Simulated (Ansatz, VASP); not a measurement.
# Two plane-wave programs on BN

Contents of POSCAR:

```
BN
1.0
    0.0000000000      1.8048254650      1.8228737197
    1.8048254650      0.0000000000      1.8228737197
    1.8048254650      1.8048254650      0.0000000000
B N
1 1
Direct
    0.0000000000      0.0000000000      0.0000000000
    0.2500000000      0.2500000000      0.2500000000
```

INCAR.step1

```
ALGO = Normal
EDIFF = 1E-4
ENCUT = 520
GGA = PE
ISMEAR = 0
LASPH = True
LCHARG = False
LREAL = False
LWAVE = True
NBANDS = 11
NELM = 100
PREC = Accurate
SIGMA = 0.01
```

File INCAR.step2:

```
ALGO = Normal
EDIFF = 1E-6
ENCUT = 520
ISIF = 2
ISMEAR = 0
ISTART = 1
LASPH = True
LCHARG = False
LMIXTAU = True
LREAL = False
LWAVE = False
METAGGA = R2SCAN
NBANDS = 11
NELM = 100
PREC = Accurate
SIGMA = 0.01
```

KPOINTS

```
k-points
0
Gamma
  12 12 12
```

Input for Ansatz:

```yaml
crystal:
  lattice:
    - [0.0, 1.804825465, 1.8228737197]
    - [1.804825465, 0.0, 1.8228737197]
    - [1.804825465, 1.804825465, 0.0]
  atoms:
    - { symbol: B, position: [0.0, 0.0, 0.0] }
    - { symbol: "N", position: [0.25, 0.25, 0.25] }
kpoints:
  mp_grid: { grid: [12, 12, 12] }
  band_path:
    path:
      - [0.0, 0.0, 0.0]
      - [-0.5, -0.5, 0.0]
      - [-0.375, -0.375, 0.25]
      - [-0.375, 0.0, 0.375]
      - [0.0, 0.0, 0.5]
      - [-0.5, -0.25, 0.25]
      - [0.0, 0.5, 0.5]
    npoints: 1
hamiltonian:
  xc: r2scan
scf:
  occupations: { method: fixed }
  n_extra_bands: 4
output:
  forces: true
  stress: true
  eigenvalues: true
  write_density: true
  write_potential: true
  elf: true
  volumetric_format: npy
```

Change from the starting cell: uniaxial_z strain +1.0%.

Alike in both runs: task single point; functional r2SCAN; k mesh 12 × 12 × 12; no spin polarisation.

|  | VASP | Ansatz |
| --- | --- | --- |
| version | VASP 6.6.1 | Ansatz 0.2.0 |
| potentials or method | VASP PAW PBE potentials, release 64 (B, N) | plane waves, PAW |
| plane-wave cutoff (eV) | 520 | 500 |
| occupations | gaussian, width 0.01 eV | fixed |
| valence electrons in the cell | 8 | 8 |

```tsv
	VASP	Ansatz	Ansatz less VASP
gap on the k mesh at the Fermi level (eV)	4.88	4.90	+0.021
pressure (GPa)	-2.7	-3.8	-1.08
traceless stress, the component that is largest in VASP (GPa)	-4.30	-4.32	-0.013
```

VASP's potentials were made for PBE, not for r2SCAN.
